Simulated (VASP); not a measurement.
# CdS (Fm-3m) in VASP: notebook

Runs on CdS. Level: LDA. Tasks: single point.

All numbers are computed with VASP 6.6.1; they aren't measurements. Logs are shortened: lines on timing, memory, paths and dates and some standing lists are left out, and cuts for length are marked.

**1. The cell of the first run**

Symmetry: Fm-3m, No. 225, cubic system. The conventional cell has a = 5.226 Å, b = 5.226 Å, c = 5.226 Å, α = 90.00°, β = 90.00°, γ = 90.00°. Cd (site symmetry m-3m) has 6 S at 2.61 Å within 3.4 Å. S (site symmetry m-3m) has 6 Cd at 2.61 Å within 3.4 Å.

**2. Single point, LDA**

The input, INCAR:

```
SYSTEM = CdS
ALGO = Normal ; EDIFF = 1E-6
ENCUT = 520 ; ISIF = 2
ISMEAR = -1 ; LASPH = .True.
LCHARG = .False. ; LREAL = .False.
LWAVE = .False. ; NBANDS = 16
NELM = 80 ; PREC = Accurate
SIGMA = 0.08
```

The input, KPOINTS:

```
k-points
0
Gamma
  16 16 16
  0 0 0
```

The input, POSCAR:

```
CdS
1.0
    0.0000000000      2.6128048503      2.6128048503
    2.6128048503      0.0000000000      2.6128048503
    2.6128048503      2.6128048503      0.0000000000
Cd S
1 1
Direct
    0.0000000000      0.0000000000      0.0000000000
    0.5000000000      0.5000000000      0.5000000000
```

Potentials or basis: VASP PAW LDA potentials, release 64 (Cd, S).

On the command line:

```bash
$ cat potpaw_LDA.64/Cd/POTCAR potpaw_LDA.64/S/POTCAR > POTCAR
$ mpirun -np 1 vasp_std > vasp.out
```

OUTCAR:

```text
SYSTEM = CdS
   EDIFF = 1E-6
   ENCUT = 520
   ISIF = 2
   ISMEAR = -1
   LASPH = .True.
   LREAL = .False.
   NELM = 80
   PREC = Accurate

 ion  position               nearest neighbor table
   1  0.000  0.000  0.000-   2 2.61   2 2.61   2 2.61   2 2.61   2 2.61   2 2.61
   2  0.500  0.500  0.500-   1 2.61   1 2.61   1 2.61   1 2.61   1 2.61   1 2.61

  LATTYP: Found a face centered cubic cell.
 ALAT       =     5.2256097006

  Lattice vectors:

 A1 = (   0.0000000000,   2.6128048503,   2.6128048503)
 A2 = (   2.6128048503,   0.0000000000,   2.6128048503)
 A3 = (   2.6128048503,   2.6128048503,   0.0000000000)

Analysis of symmetry for initial positions (statically):
=====================================================================
 Subroutine PRICEL returns:
 Original cell was already a primitive cell.

 Routine SETGRP: Setting up the symmetry group for a
 face centered cubic supercell.

 Subroutine GETGRP returns: Found 48 space group operations
 (whereof 48 operations were pure point group operations)
 out of a pool of 48 trial point group operations.

The static configuration has the point symmetry O_h .

Analysis of symmetry for dynamics (positions and initial velocities):
=====================================================================
 Subroutine PRICEL returns:
 Original cell was already a primitive cell.

 Routine SETGRP: Setting up the symmetry group for a
 face centered cubic supercell.

 Subroutine GETGRP returns: Found 48 space group operations
 (whereof 48 operations were pure point group operations)
 out of a pool of 48 trial point group operations.

The dynamic configuration has the point symmetry O_h .

 Subroutine INISYM returns: Found 48 space group operations
 (whereof 48 operations are pure point group operations),
 and found     1 'primitive' translations

----------------------------------------------------------------------------------------

                                     Primitive cell

  volume of cell :      35.6739

  direct lattice vectors                    reciprocal lattice vectors
     0.000000000  2.612804850  2.612804850    -0.191365230  0.191365230  0.191365230
     2.612804850  0.000000000  2.612804850     0.191365230 -0.191365230  0.191365230
     2.612804850  2.612804850  0.000000000     0.191365230  0.191365230 -0.191365230

  length of vectors
     3.695064055  3.695064055  3.695064055     0.331454300  0.331454300  0.331454300

  position of ions in fractional coordinates (direct lattice)
[... 73 lines left out ...]
   ISPIN  =      1    spin polarized calculation?
   LNONCOLLINEAR =      F non collinear calculations
   LSORBIT =      F    spin-orbit coupling
   LASPH  =      T    aspherical Exc in radial PAW
   ENCUT  =  520.0 eV  38.22 Ry    6.18 a.u.   6.87  6.87  6.87*2*pi/ulx,y,z
   NELM   =     80;   NELMIN=  2; NELMDL= -5     # of ELM steps
   EDIFF  = 0.1E-05   stopping-criterion for ELM
   LREAL  =      F    real-space projection
   EDIFFG = 0.1E-04   stopping-criterion for IOM
   NSW    =      0    number of steps for IOM
   IBRION =     -1    ionic relax: 0-MD 1-quasi-New 2-CG
   NFREE  =      0    steps in history (QN), initial steepest desc. (CG)
   ISIF   =      2    stress and relaxation
   ISYM   =      2    0-nonsym 1-usesym 2-fastsym
   POTIM  = 0.5000    time-step for ionic-motion
   TEBEG  =    0.0;   TEEND  =   0.0 temperature during run
   PSTRESS=    0.0 pullay stress
   NELECT =      18.0000    total number of electrons
   NUPDOWN=      -1.0000    fix difference up-down
   EMIN   =  10.00;   EMAX   =-10.00  energy-range for DOS
   EFERMI =   0.00;   METHOD = LEGACY
   ISMEAR =    -1;   SIGMA  =   0.08  broadening in eV -4-tet -1-fermi 0-gaus
   EFERMI_NEDOS =   21; number of points for ismear=-14 and -15
   IALGO  =     38    algorithm
   IMIX   =      4    mixing-type and parameters
     AMIX     =   0.40;   BMIX     =  1.00
     AMIX_MAG =   1.60;   BMIX_MAG =  1.00
  volume/ion in A,a.u.               =      17.84       120.37
  Fermi-wavevector in a.u.,A,eV,Ry     =   1.303313  2.462904 23.111190  1.698625
  Thomas-Fermi vector in A             =   2.434323
   LORBIT       =      0    0 simple, 1 ext, 2 COOP (PROOUT), +10 PAW based schemes
   GGA     = CA    functional components
   LHFCALC =     F    Hartree Fock is set to
   AEXX    =    0.0000 exact exchange contribution
   IVDW    =     0    specifies the selected vdW correction
   LEPSILON=     F    determine dielectric tensor
   LRPA    =     F    only Hartree local field effects (RPA)
 non-spin polarized calculation
  energy-cutoff  :      520.00
  volume of cell :       35.67
 maximum number of plane-waves:       982
   NGX = 13   NGY = 13   NGZ = 13

 number of electron      17.9999995 magnetization

 Free energy of the ion-electron system (eV)
  ---------------------------------------------------
  ext. energy  EPLUGINS =         0.00000000
  ---------------------------------------------------
  free energy    TOTEN  =        -7.20472185 eV

  energy without entropy =       -7.20135280  energy(sigma->0) =       -7.20303733

 E-fermi :   4.4597     XC(G=0): -11.4333

 val. band max:        4.4351652243   @ k =   0.4375   0.4375   0.0000
 cond. band min:       4.5190568893   @ k =   0.5000   0.4375   0.0000
 fundamental gap:      0.0838916650
 Fermi energy:         4.4597289462

 k-point     1 :       0.0000    0.0000    0.0000
  band No.  band energies     occupation
      1      -9.6233      2.00000
      2      -3.8011      2.00000
      3      -3.8011      2.00000
      4      -3.7957      2.00000
      5      -3.7957      2.00000
      6      -3.7957      2.00000
[... 433 lines left out ...]
      3      -3.8368      2.00000
      4      -3.8131      2.00000
      5      -3.7775      2.00000
      6      -3.7561      2.00000
[... 8 lines left out ...]
     15      15.5021      0.00000
     16      16.0231      0.00000

 [... further k-points ...]
[... 5 lines left out ...]
  --------------------------------------------------------------------------------------
  -------------------------------------------------------------------------------------
  Total        1.7748260      1.7748260      1.7748260     -0.0000000      0.0000000     -0.0000000
  in kB       79.7104833     79.7104833     79.7104833     -0.0000000      0.0000000     -0.0000000
  external PRESSURE =      79.7104833 kB  Pullay stress =       0.0000000 kB

 VOLUME and BASIS-vectors are now :
 -----------------------------------------------------------------------------
  energy-cutoff  :      520.00
  volume of cell :       35.67
      direct lattice vectors                 reciprocal lattice vectors
     0.000000000  2.612804850  2.612804850    -0.191365230  0.191365230  0.191365230
     2.612804850  0.000000000  2.612804850     0.191365230 -0.191365230  0.191365230
     2.612804850  2.612804850  0.000000000     0.191365230  0.191365230 -0.191365230

 POSITION                                       TOTAL-FORCE (eV/Angst)
 -----------------------------------------------------------------------------------
      0.00000      0.00000      0.00000        -0.000000      0.000000     -0.000000
      2.61280      2.61280      2.61280         0.000000     -0.000000      0.000000
 -----------------------------------------------------------------------------------
    total drift:                                0.000000      0.000000      0.000000

  FREE ENERGIE OF THE ION-ELECTRON SYSTEM (eV)
  ---------------------------------------------------
  free  energy   TOTEN  =        -7.2047218544 eV

  energy  without entropy=       -7.2013527986  energy(sigma->0) =       -7.20303733
```

OSZICAR:

```text
N       E                     dE             d eps       ncg     rms          rms(c)
DAV:   1     0.106443419215E+03    0.10644E+03   -0.95407E+03  4864   0.108E+03
DAV:   2    -0.423491525975E+01   -0.11068E+03   -0.10337E+03  5776   0.262E+02
DAV:   3    -0.772667203722E+01   -0.34918E+01   -0.34860E+01  5688   0.485E+01
DAV:   4    -0.774146671140E+01   -0.14795E-01   -0.14794E-01  5712   0.319E+00
DAV:   5    -0.774158778329E+01   -0.12107E-03   -0.12107E-03  5760   0.282E-01    0.104E+01
DAV:   6    -0.724116531350E+01    0.50042E+00   -0.75030E-01  6488   0.128E+01    0.821E+00
DAV:   7    -0.720919788489E+01    0.31967E-01   -0.16171E-01  5960   0.306E+00    0.370E+00
DAV:   8    -0.720512870157E+01    0.40692E-02   -0.20008E-02  5152   0.185E+00    0.360E-01
DAV:   9    -0.720475570509E+01    0.37300E-03   -0.21390E-03  6008   0.771E-01    0.372E-02
DAV:  10    -0.720471867850E+01    0.37027E-04   -0.18369E-04  5760   0.201E-01    0.347E-02
DAV:  11    -0.720472119500E+01   -0.25165E-05   -0.19778E-05  5448   0.407E-02    0.212E-02
DAV:  12    -0.720472246384E+01   -0.12688E-05   -0.39196E-06  5512   0.183E-02    0.906E-03
DAV:  13    -0.720472185436E+01    0.60948E-06   -0.16506E-06  4488   0.130E-02
   1 F= -.72047219E+01 E0= -.72030373E+01  d E =-.336906E-02
```

Run time: 32 s. Hardware: 1 thread of Intel Xeon 6975P-C (Granite Rapids), shared host; peak memory 0.19 GiB.

What came out:

```yaml
Free_energy: -7.2047 eV
Pressure: 8.0 GPa
Band_gap_on_the_k_mesh: zero (band 9 reaches 4.28 eV, above the bottom of band 10 at 4.24 eV)
```

**3. Single point, LDA**

This run uses another cell than the first one, of 18.29 Å³/atom, 1.026 times its volume.

The input, INCAR:

```
SYSTEM = CdS
  PREC = Accurate
  ENCUT = 520
  EDIFF = 1E-6
  ISMEAR = -1
  SIGMA = 0.08
  LREAL = .FALSE.
  LASPH = .TRUE.
  NELM = 100
  ALGO = Normal
  ISIF = 2
  LWAVE = .FALSE.
  LCHARG = .FALSE.
  NBANDS = 16
```

The input, KPOINTS:

```
regular mesh
0
G
  16 16 16
  0 0 0
```

The input, POSCAR:

```
CdS
1.0
    0.0000000000      2.6349261399      2.6349261399
    2.6349261399      0.0000000000      2.6349261399
    2.6349261399      2.6349261399      0.0000000000
Cd S
1 1
Direct
    0.0000000000      0.0000000000      0.0000000000
    0.5000000000      0.5000000000      0.5000000000
```

Potentials or basis: VASP PAW LDA potentials, release 64 (Cd, S).

On the command line:

```bash
$ cat potpaw_LDA.64/Cd/POTCAR potpaw_LDA.64/S/POTCAR > POTCAR
$ mpirun -np 1 vasp_std > vasp.out
```

It took 31 s on 1 thread of Intel Xeon 6975P-C (Granite Rapids), shared host; peak memory 0.2 GiB.

It converged, with:

* Free energy: -7.2414 eV
* Pressure: 4.9 GPa
* Band gap on the k mesh: zero (band 9 reaches 3.98 eV, above the bottom of band 10 at 3.95 eV)

Levels at points of the mesh, in eV from the Fermi level:
```csv
k point,band 7,band 8,band 9,band 10,band 11,band 12
"(0.00, 0.00, 0.00)",-1.22,-1.22,-1.22,1.04,8.98,8.98
"(0.50, 0.00, 0.00)",-5.68,-0.19,-0.19,3.00,5.42,5.42
"(0.50, 0.50, 0.00)",-5.34,-2.88,-2.88,-0.22,5.56,10.21
```

**4. Single point, LDA**

This run uses another cell than the first one, of 18.65 Å³/atom, 1.045 times its volume.

The input, INCAR:

```
SYSTEM = CdS
  PREC = Accurate
  ENCUT = 520
  EDIFF = 1E-7
  ISMEAR = -1
  SIGMA = 0.08
  LREAL = .FALSE.
  LASPH = .TRUE.
  NELM = 60
  ALGO = Normal
  ISIF = 2
  LWAVE = .FALSE.
  LCHARG = .TRUE.
  LELF = .TRUE.
  LVHAR = .TRUE.
  NBANDS = 16
```

KPOINTS is that of step 3.

The input, POSCAR:

```
CdS
1.0
    0.0000000000      2.6517744121      2.6517744121
    2.6517744121      0.0000000000      2.6517744121
    2.6517744121      2.6517744121      0.0000000000
Cd S
1 1
Direct
    0.0000000000      0.0000000000      0.0000000000
    0.5000000000      0.5000000000      0.5000000000
```

On the command line:

```bash
$ cat potpaw_LDA.64/Cd/POTCAR potpaw_LDA.64/S/POTCAR > POTCAR
$ mpirun -np 1 vasp_std > vasp.out
```

Wall time 34 s (1 thread of Intel Xeon 6975P-C (Granite Rapids), shared host); peak memory 0.19 GiB.

The run converged. Its results:

- Free energy: -7.2584 eV
- Pressure: 2.8 GPa
- Band gap on the k mesh: zero (band 9 reaches 3.76 eV, above the bottom of band 10 at 3.74 eV)

Levels at points of the mesh, in eV from the Fermi level:
```tsv
k point	band 7	band 8	band 9	band 10	band 11	band 12
(0.00, 0.00, 0.00)	-1.18	-1.18	-1.18	0.93	8.98	8.98
(0.50, 0.00, 0.00)	-5.59	-0.19	-0.19	3.02	5.44	5.44
(0.50, 0.50, 0.00)	-5.20	-2.79	-2.79	-0.22	5.58	10.07
```

**5. Single point, LDA**

This run uses another cell than the first one, of 18.83 Å³/atom, 1.056 times its volume.

The input, INCAR:

```
SYSTEM = CdS
PREC = Accurate
ENCUT = 520
EDIFF = 1E-6
ISMEAR = -1
SIGMA = 0.08
LREAL = .False.
LASPH = .True.
NELM = 80
ALGO = Normal
ISIF = 2
LWAVE = .False.
LCHARG = .False.
GGA = CA
NBANDS = 16
```

The input, KPOINTS:

```
regular mesh
0
Gamma
  16 16 16
  0 0 0
```

The input, POSCAR:

```
CdS
1.0
    0.0000000000      2.6604515919      2.6604515919
    2.6604515919      0.0000000000      2.6604515919
    2.6604515919      2.6604515919      0.0000000000
Cd S
1 1
Direct
    0.0000000000      0.0000000000      0.0000000000
    0.5000000000      0.5000000000      0.5000000000
```

On the command line:

```bash
$ cat potpaw_LDA.64/Cd/POTCAR potpaw_LDA.64/S/POTCAR > POTCAR
$ mpirun -np 1 vasp_std > vasp.out
```

It took 28 s on 1 thread of Intel Xeon 6975P-C (Granite Rapids), shared host; peak memory 0.2 GiB.

The run converged. Its results:

- Free energy: -7.2638 eV
- Pressure: 1.8 GPa
- Band gap on the k mesh: zero (band 9 reaches 3.65 eV, above the bottom of band 10 at 3.63 eV)

Levels at points of the mesh, in eV from the Fermi level:
| k point | band 6 | band 7 | band 8 | band 9 | band 10 | band 11 | band 12 | band 13 |
| --- | --- | --- | --- | --- | --- | --- | --- | --- |
| (0.00, 0.00, 0.00) | -8.08 | -1.15 | -1.15 | -1.15 | 0.88 | 8.98 | 8.98 | 8.98 |
| (0.50, 0.00, 0.00) | -7.81 | -5.55 | -0.20 | -0.20 | 3.03 | 5.45 | 5.45 | 7.14 |
| (0.50, 0.50, 0.00) | -6.85 | -5.12 | -2.75 | -2.75 | -0.21 | 5.60 | 10.00 | 11.45 |

**6. Single point, LDA**

This run uses another cell than the first one, of 19.03 Å³/atom, 1.067 times its volume.

The input, INCAR:

```
SYSTEM = CdS
PREC     = Accurate       ! precision mode
ENCUT    = 520            ! plane-wave cutoff, eV
EDIFF    = 1E-6           ! SCF threshold, eV
ISMEAR   = -1             ! smearing method
SIGMA    = 0.08           ! smearing width, eV
LREAL    = .FALSE.        ! projectors in reciprocal space
LASPH    = .TRUE.         ! aspherical terms in the spheres
NELM     = 100            ! most SCF steps
ALGO     = Normal         ! electronic algorithm
ISIF     = 2              ! what is computed and relaxed
LWAVE    = .FALSE.        ! write WAVECAR
LCHARG   = .TRUE.         ! write CHGCAR
LELF     = .TRUE.         ! ELF
LVHAR    = .TRUE.       
NBANDS   = 16             ! bands
```

The input, KPOINTS:

```
regular mesh
0
G
  16 16 16
  0 0 0
```

The input, POSCAR:

```
CdS
1.0
    0.0000000000      2.6697583852      2.6697583852
    2.6697583852      0.0000000000      2.6697583852
    2.6697583852      2.6697583852      0.0000000000
Cd S
1 1
Direct
    0.0000000000      0.0000000000      0.0000000000
    0.5000000000      0.5000000000      0.5000000000
```

Potentials or basis: VASP PAW LDA potentials, release 64 (Cd, S).

On the command line:

```bash
$ cat potpaw_LDA.64/Cd/POTCAR potpaw_LDA.64/S/POTCAR > POTCAR
$ mpirun -np 1 vasp_std > vasp.out
```

It took 29 s on 1 thread of Intel Xeon 6975P-C (Granite Rapids), shared host; peak memory 0.2 GiB.

Results (log left out):

```yaml
Free_energy: -7.2670 eV
Pressure: 0.7 GPa
Band_gap_on_the_k_mesh: zero (band 9 reaches 3.53 eV, above the bottom of band 10 at 3.52 eV)
```

Levels at points of the mesh, in eV from the Fermi level:
```tsv
k point	band 6	band 7	band 8	band 9	band 10	band 11	band 12	band 13
(0.00, 0.00, 0.00)	-8.05	-1.13	-1.13	-1.13	0.83	8.97	8.97	8.97
(0.50, 0.00, 0.00)	-7.79	-5.50	-0.20	-0.20	3.04	5.46	5.46	7.04
(0.50, 0.50, 0.00)	-6.85	-5.05	-2.70	-2.70	-0.21	5.61	9.93	11.36
```

**7. Overview**

```csv
cell,gap on the mesh (eV),pressure (GPa)
"a = 3.695 Å, angles 60.0°, 2 atoms",none,8.0
"a = 3.726 Å, angles 60.0°, 2 atoms",none,4.9
"a = 3.750 Å, angles 60.0°, 2 atoms",none,2.8
"a = 3.762 Å, angles 60.0°, 2 atoms",none,1.8
"a = 3.776 Å, angles 60.0°, 2 atoms",none,0.7
```

Alike in all rows: task single point; level LDA; potentials or basis VASP PAW LDA potentials, release 64 (Cd, S); no spin polarisation; k mesh 16 × 16 × 16; cutoff (eV) 520; smearing fermi-dirac 0.08 eV.

Total energies depend on the potentials used, so only differences within one code and one set of settings carry meaning.
